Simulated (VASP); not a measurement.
Input of a VASP 6.6.1 run:

File INCAR:

```
SYSTEM = Mg
ALGO = Normal ; EDIFF = 1E-6
ENCUT = 520 ; GGA = PS
ISIF = 2 ; ISMEAR = 0
LASPH = .TRUE. ; LCHARG = .FALSE.
LREAL = .FALSE. ; LWAVE = .FALSE.
NBANDS = 7 ; NELM = 60
PREC = Accurate ; SIGMA = 0.1
```

The input KPOINTS:

```
k-points
0
G
  20 20 20
  0 0 0
```

Contents of POSCAR:

```
Mg
1.0
   -1.6548767759      1.6548767759      1.6548767759
    1.6548767759     -1.6548767759      1.6548767759
    1.6548767759      1.6548767759     -1.6548767759
Mg
1
Direct
    0.0000000000      0.0000000000      0.0000000000
```

Potentials or basis: VASP PAW PBE potentials, release 64 (Mg).

Command:

```bash
$ cat potpaw_PBE.64/Mg/POTCAR > POTCAR
$ mpirun -np 1 vasp_std > vasp.out
```

**Question.** Predict the pressure.

**Answer.** 12.1 GPa.

**Question.** Estimate the band gap on the k mesh.

**Answer.** Zero (bands 1 and 2 overlap by 4.92 eV).

Caveat: the cell stands under pressure; the PAW data sets were made with another functional, which shifts forces and pressure a little.
